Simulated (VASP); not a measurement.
# Zn16Se15 (a cell with a defect) in VASP: single point with PBE

Aim: the single point of Zn16Se15 (a cell with a defect) with PBE.

Everything below comes from runs of VASP 6.6.1. Logs are shortened: lines on timing, memory, paths and dates and some standing lists are left out, and cuts for length are marked.

**1. The cell of the first run**

The cell holds a defect, 31 atoms: a = 9.928 Å, b = 9.928 Å, c = 9.928 Å, α = 109.47°, β = 109.47°, γ = 109.47°.

**2. Single point, PBE (atoms taken out, then relaxed in part)**

INCAR

```
SYSTEM = Zn16Se15
PREC = Accurate
ENCUT = 520
EDIFF = 1E-6
ISMEAR = 0
SIGMA = 0.01
LREAL = Auto
LASPH = .True.
NELM = 60
ALGO = Normal
ISIF = 2
LWAVE = .False.
LCHARG = .False.
GGA = PE
NBANDS = 162
NELECT = 280.0
```

KPOINTS

```
Automatic mesh
0
Gamma
  2 2 2
  0.5 0.5 0.5
```

POSCAR

```
Zn16Se15
1.0
   -5.7317611754      5.7317611754     -5.7317611754
    5.7317611754     -5.7317611754     -5.7317611754
   -5.7317611754     -5.7317611754      5.7317611754
Zn Se
16 15
Direct
    0.5000000000      0.3080279816      0.2500000000
    0.2541090091      0.2546996770      0.5046996770
    0.0005906679      0.2458909909      0.7505906679
    0.8080279816      0.0000000000      0.2500000000
    0.7546996770      0.2546996770      0.0041090091
    0.5000000000      0.0000000000      0.5580279816
    0.2453003230      0.0000000000      0.7494093321
   -0.0005906679      0.7453003230      0.2500000000
    0.9994093321      1.0000000000      0.9953003230
    0.7546996770      0.7541090091      0.5046996770
    0.5000000000      0.7453003230      0.7494093321
    0.2453003230      0.4994093321      0.2500000000
    0.1919720184      0.6919720184     -0.0580279816
    0.0005906679      0.5005906679      0.4958909909
    0.7458909909      0.5005906679      0.7505906679
    0.5000000000      0.4994093321     -0.0046996770
    0.2454082435      0.0000000000      0.4985444276
    0.0000000000      0.0000000000      0.7500000000
    0.7485444276      0.7454082435      0.2500000000
    0.7485444276      0.0000000000     -0.0045917565
    0.5000000000      0.7454082435      0.4985444276
    0.2514555724      0.7514555724      0.7468638159
    0.0000000000      0.5000000000      0.2500000000
   -0.0031361841      0.7514555724      0.0014555724
    0.7545917565      0.5031361841      0.5045917565
    0.5000000000      0.5000000000      0.7500000000
    0.2454082435      0.2485444276      0.2500000000
    0.2514555724      0.4968638159      0.0014555724
    0.0031361841      0.2545917565      0.5045917565
    0.7545917565      0.2545917565      0.7531361841
    0.5000000000      0.2485444276     -0.0045917565
```

Potentials or basis: VASP PAW PBE potentials, release 64 (Zn, Se).

Run with:

```
$ cat potpaw_PBE.64/Zn/POTCAR potpaw_PBE.64/Se/POTCAR > POTCAR
$ mpirun -np 1 vasp_std > vasp.out
```

OUTCAR:

```text
SYSTEM = Zn16Se15
   PREC = Accurate
   ENCUT = 520
   EDIFF = 1E-6
   ISMEAR = 0
   LREAL = Auto
   LASPH = .True.
   NELM = 60
   ISIF = 2
   GGA = PE
   NELECT = 280.0

 ion  position               nearest neighbor table
   1  0.500  0.308  0.250-  25 2.40  27 2.40  31 2.40
   2  0.254  0.255  0.505-  26 2.44  17 2.48  27 2.48  29 2.49
   3  0.001  0.246  0.751-  18 2.44  30 2.48  29 2.48  28 2.49
   4  0.808  0.000  0.250-  19 2.40  20 2.40  29 2.40
   5  0.755  0.255  0.004-  23 2.44  20 2.48  31 2.48  30 2.49
   6  0.500  0.000  0.558-  17 2.40  21 2.40  30 2.40
   7  0.245  0.000  0.749-  18 2.44  22 2.48  31 2.48  17 2.49
   8  0.999  0.745  0.250-  23 2.44  17 2.48  24 2.48  19 2.49
   9  0.999  0.000  0.995-  18 2.44  24 2.48  27 2.48  20 2.49
  10  0.755  0.754  0.505-  18 2.44  19 2.48  21 2.48  25 2.49
  11  0.500  0.745  0.749-  26 2.44  22 2.48  20 2.48  21 2.49
  12  0.245  0.499  0.250-  23 2.44  21 2.48  28 2.48  27 2.49
  13  0.192  0.692  0.942-  22 2.40  24 2.40  28 2.40
  14  0.001  0.501  0.496-  23 2.44  25 2.48  29 2.48  22 2.49
  15  0.746  0.501  0.751-  26 2.44  30 2.48  25 2.48  24 2.49
  16  0.500  0.499  0.995-  26 2.44  19 2.48  28 2.48  31 2.49
  17  0.245  0.000  0.499-   6 2.40   2 2.48   8 2.48   7 2.49
  18  0.000  0.000  0.750-   3 2.44   7 2.44   9 2.44  10 2.44
  19  0.749  0.745  0.250-   4 2.40  10 2.48  16 2.48   8 2.49
[... 10 lines left out ...]
  30  0.755  0.255  0.753-   6 2.40   3 2.48  15 2.48   5 2.49
  31  0.500  0.249  0.995-   1 2.40   5 2.48   7 2.48  16 2.49

  LATTYP: Found a body centered cubic cell.
 ALAT       =    11.4635223508

  Lattice vectors:

 A1 = (  -5.7317611754,   5.7317611754,  -5.7317611754)
 A2 = (   5.7317611754,  -5.7317611754,  -5.7317611754)
 A3 = (  -5.7317611754,  -5.7317611754,   5.7317611754)

Analysis of symmetry for initial positions (statically):
=====================================================================
 Subroutine PRICEL returns:
 Original cell was already a primitive cell.

 Routine SETGRP: Setting up the symmetry group for a
 body centered cubic supercell.

 Subroutine GETGRP returns: Found 24 space group operations
 (whereof  2 operations were pure point group operations)
 out of a pool of 48 trial point group operations.

The static configuration has the point symmetry C_1h.
 The point group associated with its full space group is T_d .

Analysis of symmetry for dynamics (positions and initial velocities):
=====================================================================
 Subroutine PRICEL returns:
 Original cell was already a primitive cell.

[... 158 lines left out ...]
   ISMEAR =     0;   SIGMA  =   0.01  broadening in eV -4-tet -1-fermi 0-gaus
   EFERMI_NEDOS =   21; number of points for ismear=-14 and -15
   IALGO  =     38    algorithm
   IMIX   =      4    mixing-type and parameters
     AMIX     =   0.40;   BMIX     =  1.00
     AMIX_MAG =   1.60;   BMIX_MAG =  1.00
  volume/ion in A,a.u.               =      24.30       163.97
  Fermi-wavevector in a.u.,A,eV,Ry     =   1.177116  2.224428 18.852275  1.385603
  Thomas-Fermi vector in A             =   2.313469
   LORBIT       =      0    0 simple, 1 ext, 2 COOP (PROOUT), +10 PAW based schemes
   GGA     = PE    functional components
   LHFCALC =     F    Hartree Fock is set to
   AEXX    =    0.0000 exact exchange contribution
   IVDW    =     0    specifies the selected vdW correction
   LEPSILON=     F    determine dielectric tensor
   LRPA    =     F    only Hartree local field effects (RPA)
 non-spin polarized calculation
 Gauss-broadening in eV      SIGMA  =   0.01
  energy-cutoff  :      520.00
  volume of cell :      753.22
 maximum number of plane-waves:     20329
 NGX is ok and might be reduce to    80
   NGX = 37   NGY = 37   NGZ = 37

 number of electron     279.9999913 magnetization

 Free energy of the ion-electron system (eV)
  ---------------------------------------------------
  ext. energy  EPLUGINS =         0.00000000
  ---------------------------------------------------
  free energy    TOTEN  =       -94.35666689 eV

  energy without entropy =      -94.35666689  energy(sigma->0) =      -94.35666689

 E-fermi :   0.7332     XC(G=0):  -8.8572

 val. band max:        0.6382654522   @ k =   0.2500   0.2500   0.2500
 cond. band min:       3.4231519226   @ k =  -0.2500   0.2500   0.2500
 fundamental gap:      2.7848864703
 Fermi energy:         0.7332085918

 k-point     1 :       0.2500    0.2500    0.2500
  band No.  band energies     occupation
      1     -11.7078      2.00000
      2     -11.7078      2.00000
      3     -11.7078      2.00000
      4     -11.5908      2.00000
      5     -11.1953      2.00000
      6     -11.1953      2.00000
[... 144 lines left out ...]
    151       4.8059      0.00000
    152       4.8850      0.00000

 k-point     2 :      -0.2500    0.2500    0.2500
  band No.  band energies     occupation
      1     -11.8891      2.00000
      2     -11.5230      2.00000
      3     -11.5230      2.00000
      4     -11.5088      2.00000
      5     -11.4333      2.00000
      6     -11.3235      2.00000
[... 144 lines left out ...]
    151       5.0317      0.00000
    152       5.0823      0.00000
 [bands above 152 left out]

------------------------ aborting loop because EDIFF is reached ----------------------------------------

  FORCE on cell =-STRESS in cart. coord.  units (eV):
  Direction    XX          YY          ZZ          XY          YZ          ZX
  --------------------------------------------------------------------------------------
  -------------------------------------------------------------------------------------
  Total       -7.1840094     -7.1840094     -7.1840094      0.0000000      0.0000000     -0.0000000
  in kB      -15.2810508    -15.2810508    -15.2810508      0.0000000      0.0000000     -0.0000000
  external PRESSURE =     -15.2810508 kB  Pullay stress =       0.0000000 kB

 VOLUME and BASIS-vectors are now :
 -----------------------------------------------------------------------------
  energy-cutoff  :      520.00
  volume of cell :      753.22
      direct lattice vectors                 reciprocal lattice vectors
    -5.731761175  5.731761175 -5.731761175    -0.087233223  0.000000000 -0.087233223
     5.731761175 -5.731761175 -5.731761175     0.000000000 -0.087233223 -0.087233223
    -5.731761175 -5.731761175  5.731761175    -0.087233223 -0.087233223  0.000000000

 POSITION                                       TOTAL-FORCE (eV/Angst)
 -----------------------------------------------------------------------------------
     -2.53328     -0.33260     -3.19848        -0.004489      0.004489      0.004489
     -2.88943     -2.89620     -0.02355         0.008564     -0.007734      0.008564
     -2.89620     -5.70821      2.88943        -0.007734     -0.008564     -0.008564
     -6.06436      3.19848     -3.19848         0.004489     -0.004489      0.004489
     -2.88943      2.84233     -5.76208         0.008564      0.008564     -0.007734
     -6.06436     -0.33260      0.33260         0.004489      0.004489     -0.004489
[... 23 lines left out ...]
     -7.18268     -1.45092     -1.46760        -0.017804     -0.017804     -0.000944
     -7.14673     -4.26416      1.41496         0.017804      0.000944     -0.017804
 -----------------------------------------------------------------------------------
    total drift:                                0.000014      0.000014      0.000021

  FREE ENERGIE OF THE ION-ELECTRON SYSTEM (eV)
  ---------------------------------------------------
  free  energy   TOTEN  =       -94.3566668943 eV

  energy  without entropy=      -94.3566668943  energy(sigma->0) =      -94.35666689
```

OSZICAR:

```text
N       E                     dE             d eps       ncg     rms          rms(c)
DAV:   1     0.252488043129E+04    0.25249E+04   -0.12214E+05   648   0.196E+03
DAV:   2     0.364462870088E+03   -0.21604E+04   -0.21033E+04   648   0.480E+02
DAV:   3    -0.615300278933E+02   -0.42599E+03   -0.40957E+03   698   0.185E+02
DAV:   4    -0.978715223613E+02   -0.36341E+02   -0.36007E+02   720   0.513E+01
DAV:   5    -0.987581497165E+02   -0.88663E+00   -0.88091E+00   728   0.742E+00    0.181E+01
DAV:   6    -0.944291148011E+02    0.43290E+01   -0.11294E+01   880   0.374E+01    0.139E+01
DAV:   7    -0.944230404840E+02    0.60743E-02   -0.11368E+01   720   0.813E+00    0.522E+00
DAV:   8    -0.943500984324E+02    0.72942E-01   -0.81945E-01   816   0.102E+01    0.195E+00
DAV:   9    -0.943554286985E+02   -0.53303E-02   -0.20366E-01   776   0.374E+00    0.612E-01
DAV:  10    -0.943541355533E+02    0.12931E-02   -0.26091E-02   744   0.174E+00    0.305E-01
DAV:  11    -0.943562043288E+02   -0.20688E-02   -0.14521E-02   704   0.673E-01    0.180E-01
DAV:  12    -0.943570672958E+02   -0.86297E-03   -0.97565E-03   752   0.758E-01    0.971E-02
DAV:  13    -0.943566172576E+02    0.45004E-03   -0.22659E-03   792   0.393E-01    0.396E-02
DAV:  14    -0.943566559455E+02   -0.38688E-04   -0.61384E-04   728   0.969E-02    0.280E-02
DAV:  15    -0.943566643122E+02   -0.83666E-05   -0.69023E-05   720   0.101E-01    0.831E-03
DAV:  16    -0.943566662002E+02   -0.18880E-05   -0.11067E-05   672   0.257E-02    0.430E-03
DAV:  17    -0.943566668943E+02   -0.69412E-06   -0.27509E-06   544   0.624E-03
   1 F= -.94356667E+02 E0= -.94356667E+02  d E =-.300779E-41
```

stdout:

```text
POSCAR found type information on POSCAR ZnSe
 POSCAR found :  2 types and      31 ions
 scaLAPACK will be used
 LDA part: xc-table for (Slater+PW92), standard interpolation
 POSCAR, INCAR and KPOINTS ok, starting setup
 FFT: planning ... GRIDC
 FFT: planning ... GRID_SOFT
 FFT: planning ... GRID
 WAVECAR not read
 entering main loop
 the old and the new charge density differ
 old charge density:   282.00000 new  279.99999
    0.181E+01
```

Wall time 24 min (1 thread of Intel Xeon 8259CL, shared host); peak memory 1 GiB.

Results:

* Free energy: -94.3567 eV
* Largest force: 0.025 eV/Å

Forces in eV/Å, atoms in the order of the input:
```
Zn  -0.004  0.004  0.004
Zn   0.009 -0.008  0.009
Zn  -0.008 -0.009 -0.009
Zn   0.004 -0.004  0.004
Zn   0.009  0.009 -0.008
Zn   0.004  0.004 -0.004
Zn   0.008  0.009 -0.009
Zn   0.009 -0.009  0.008
Zn   0.008 -0.009  0.009
Zn  -0.008  0.009  0.009
Zn   0.009  0.008 -0.009
Zn  -0.009  0.009  0.008
Zn  -0.004 -0.004 -0.004
Zn  -0.009 -0.009 -0.008
Zn  -0.009 -0.008 -0.009
Zn  -0.009  0.008  0.009
Se   0.001 -0.018  0.018
Se   0.000  0.000  0.000
Se  -0.018  0.018  0.001
Se   0.001  0.018 -0.018
Se  -0.018  0.001  0.018
Se   0.018  0.018 -0.001
Se   0.000  0.000  0.000
Se   0.018 -0.001  0.018
Se  -0.001 -0.018 -0.018
Se   0.000  0.000  0.000
Se   0.018 -0.018  0.001
Se  -0.001  0.018  0.018
Se  -0.018 -0.001 -0.018
Se  -0.018 -0.018 -0.001
Se   0.018  0.001 -0.018
```

Caveat: the cell carries a net charge on a neutralising background, which shifts energy and pressure; the cell differs from its parent crystal (atoms taken out, then relaxed in part); the cell is charged against a uniform background, so pressure and absolute levels hang on convention.
